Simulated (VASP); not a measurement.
Sn2C3: relaxation of cell and atoms with PBE

Sn2C3:

```
CELL_PARAMETERS angstrom
4.27000 0.00000 0.00000
-2.13500 3.69793 0.00000
0.00000 0.00000 11.20000
ATOMIC_POSITIONS crystal
Sn 0.00000 0.00000 0.73300
Sn 0.66667 0.33333 0.57800
Sn 0.00000 0.00000 0.26700
Sn 0.33333 0.66667 0.42200
C 0.66670 0.00000 0.00000
C 0.66670 0.66670 0.00000
C 0.00000 0.66670 0.00000
C 0.33330 0.33330 0.00000
C 0.00000 0.33330 0.00000
C 0.33330 0.00000 0.00000
```

* Program: VASP 6.6.1
* Task: relaxation of cell and atoms
* Functional: PBE
* Potentials or basis: VASP PAW PBE potentials, release 64 (Sn_d, C)
* Cutoff: 600 eV
* k mesh: 4 × 4 × 2
* Occupations: gaussian, width 0.2 eV
* Spin: no spin polarisation
* Dipole correction: no
* Further INCAR settings: ALGO = Normal; EDIFF = 1e-07; IBRION = 2; EDIFFG = -0.08; NSW = 36; ISIF = 3

| Item | Value |
| --- | --- |
| Relaxed volume | 21.47 Å³/atom |
| Relaxed cell | a = 4.249 Å, b = 4.249 Å, c = 13.736 Å, α = 90.00°, β = 90.00°, γ = 120.00° |
| Space group after relaxing (to 0.1 Å) | P-3m1 (No. 164) |
| Energy gained by relaxing | 39.7 meV/atom |
| Ionic steps | 21 |
| Pressure after relaxing | -0.1 GPa |
| Largest force after relaxing | 0.044 eV/Å |
| Band gap on the k mesh | zero (bands 40 and 41 overlap by 1.34 eV) |

Forces in eV/Å, atoms in the order of the input:
```
Sn   0.000  0.000 -0.044
Sn   0.000  0.000  0.040
Sn   0.000  0.000  0.044
Sn   0.000  0.000 -0.040
C   -0.007  0.000  0.000
C   -0.003 -0.006  0.000
C    0.003 -0.006  0.000
C    0.003  0.006  0.000
C   -0.003  0.006  0.000
C    0.007  0.000  0.000
```

Stress tensor (GPa, compression positive):
```
-0.02  0.00  0.00
 0.00 -0.02  0.00
 0.00  0.00 -0.12
```

The path:
```
step  energy change (eV)  largest force (eV/Å)  pressure (GPa)  volume (Å³)
   1              0.0000                0.2086            2.59       176.85
   2             -0.0706                0.6507           -0.83       184.26
   3             -0.0717                0.5631           -0.49       183.45
   4             -0.1322                0.1456           -0.93       186.26
   5             -0.1817                0.5628           -1.60       191.66
   6             -0.2352                0.3535           -0.68       192.60
   7             -0.2549                0.4070            0.32       193.49
   8             -0.2550                0.4100            0.43       193.58
   9             -0.2623                0.3999            0.35       194.27
  10             -0.2822                0.3661            0.13       196.34
  11             -0.3127                0.2932           -0.26       200.48
  12             -0.3388                0.1974           -0.82       208.80
  13             -0.3475                0.2336            0.25       208.56
  14             -0.3476                0.2314            0.18       208.58
  15             -0.3533                0.2161            0.17       209.00
  16             -0.3688                0.1684            0.13       210.26
  17             -0.3897                0.1442            0.13       212.80
  18             -0.3649                0.3646            0.40       217.88
  19             -0.3935                0.1917            0.17       213.97
  20             -0.3948                0.1565           -0.22       215.35
  21             -0.3968                0.0442           -0.05       214.74
```

Final structure:
```
CELL_PARAMETERS angstrom
4.24875 0.00000 0.00000
-2.12437 3.67952 0.00000
0.00000 0.00000 13.73603
ATOMIC_POSITIONS crystal
Sn 0.00000 0.00000 0.70585
Sn 0.66667 0.33333 0.56969
Sn 0.00000 0.00000 0.29415
Sn 0.33333 0.66667 0.43031
C 0.66680 0.00000 0.00000
C 0.66680 0.66680 0.00000
C 0.00000 0.66680 0.00000
C 0.33320 0.33320 0.00000
C 0.00000 0.33320 0.00000
C 0.33320 0.00000 0.00000
```

Levels at points of the mesh, in eV from the Fermi level:
| k point | band 36 | band 37 | band 38 | band 39 | band 40 | band 41 | band 42 | band 43 | band 44 | band 45 |
| --- | --- | --- | --- | --- | --- | --- | --- | --- | --- | --- |
| (0.00, 0.00, 0.00) | -0.02 | -0.02 | 0.01 | 0.01 | 0.90 | 0.90 | 1.56 | 1.56 | 1.84 | 2.86 |
| (0.50, 0.00, 0.00) | -3.29 | -2.40 | -1.77 | -1.06 | -0.65 | 0.33 | 0.44 | 1.68 | 1.96 | 2.24 |
| (0.00, 0.00, 0.50) | -0.02 | -0.02 | 0.01 | 0.01 | 0.90 | 0.90 | 1.57 | 1.57 | 1.59 | 2.87 |
| (0.50, 0.00, 0.50) | -3.27 | -2.40 | -1.75 | -1.06 | -0.71 | 0.35 | 0.43 | 1.63 | 1.99 | 2.22 |

Wall time 18 min on 1 thread of Intel(R) Xeon(R) Platinum 8488C (Sapphire Rapids) (shared host), peak memory 0.38 GiB.

Caveat: the k points lie up to 0.43 Å⁻¹ apart in the final cell, too coarse for converged energies and pressures of a metal; the volume moved by over 15 % at a fixed basis, so the end points are rough; spin-orbit coupling is left out, which moves the levels of the heavy elements; the relaxation stopped at a loose force limit of 0.08 eV/Å, so its end isn't a converged minimum.
